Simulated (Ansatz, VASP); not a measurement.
# Two plane-wave programs on FeO

The input INCAR:

```
SYSTEM = FeO
PREC = Accurate
ENCUT = 520
EDIFF = 1E-7
ISMEAR = 0
SIGMA = 0.02
LREAL = .FALSE.
LASPH = .TRUE.
NELM = 150
ALGO = Normal
ISIF = 2
LWAVE = .FALSE.
LCHARG = .FALSE.
ISPIN = 2
MAGMOM = 3.9 0.17
LORBIT = 11
LMAXMIX = 4
LDAU = .TRUE.
LDAUTYPE = 2
LDAUL = 2 -1
LDAUU = 5.3 0
LDAUJ = 0 0
LDAUPRINT = 1
GGA = PE
NBANDS = 18
```

The input KPOINTS:

```
regular mesh
0
G
  12 12 12
  0 0 0
```

POSCAR

```
FeO
1.0
    1.5844222963      0.9147666393      2.4830575933
   -1.5844222963      0.9147666393      2.4830575933
    0.0000000000     -1.8295332785      2.4830575934
Fe O
1 1
Direct
    0.0000000000      0.0000000000      0.0000000000
    0.5000000000      0.5000000000      0.5000000000
```

Input for Ansatz:

```yaml
crystal:
  lattice:
    - [1.5844222963, 0.9147666393, 2.4830575933]
    - [-1.5844222963, 0.9147666393, 2.4830575933]
    - [0.0, -1.8295332785, 2.4830575934]
  atoms:
    - { symbol: Fe, position: [0.0, 0.0, 0.0], spin: 3.9 }
    - { symbol: O, position: [0.5, 0.5, 0.5], spin: 0.17 }
basis:
  ecutwfc: 420
kpoints:
  mp_grid: { grid: [12, 12, 12] }
  band_path:
    path:
      - [[0.0, 0.0, 0.0], [0.5, 0.5, 0.5], [0.74285267, 0.25714733, 0.5]]
      - [[0.5, -0.25714733, 0.25714733], [0.5, 0.0, 0.0], [0.0, 0.0, 0.0], [0.37857367, -0.37857367, 0.0]]
      - [[0.62142633, 0.0, 0.37857367], [0.5, 0.0, 0.5], [0.0, 0.0, 0.0]]
    npoints: 14
hamiltonian:
  xc: pbe
  hubbard: { sites: [{ species: Fe, l: d, u_eff: 5.3 }] }
scf:
  occupations: { method: gaussian, width: 0.02 }
  n_extra_bands: 6
output:
  forces: true
  stress: true
  eigenvalues: true
  populations: true
  dos: { projected: true, de: 0.02, nscf_kmesh: { grid: [18, 18, 18] } }
  bader: true
  write_density: true
  write_potential: true
  elf: true
  volumetric_format: npy
magnetization:
  spin_polarized: true
checkpoint:
  read: start.run
  write: ck
  compress: false
  write_wavefunctions: false
  write_every: 100000
```

Alike in both runs: task single point; functional PBE; k mesh 12 × 12 × 12; occupations gaussian, width 0.02 eV; collinear spin; Hubbard terms Fe d U = 5.3 eV.

```csv
,VASP,Ansatz
version,VASP 6.6.1,Ansatz 0.2.0
potentials or method,"VASP PAW PBE potentials, release 64 (Fe, O), cutoff 520 eV","scalar-relativistic, plane waves, PAW"
valence electrons in the cell,14,22
```

```tsv
	VASP	Ansatz	Ansatz less VASP
pressure (GPa)	-9.4	0.0	+9.44
traceless stress, the component that is largest in VASP (GPa)	2.05	-0.02	-2.062
net moment per atom (μB)	2.00	2.00	-0.001
size of the moment on the site where the two differ most (μB)	3.85	3.54	-0.307
```

Site moments also hang on the region over which each program counts them. The programs project onto different local orbitals, so the same U acts differently, and such runs can settle in different states. VASP's potentials hold 14 valence electrons a cell and Ansatz's 22, so a difference there can come from the potentials and not from the codes. Ansatz's warnings: moment headroom below auto, stability check not made.
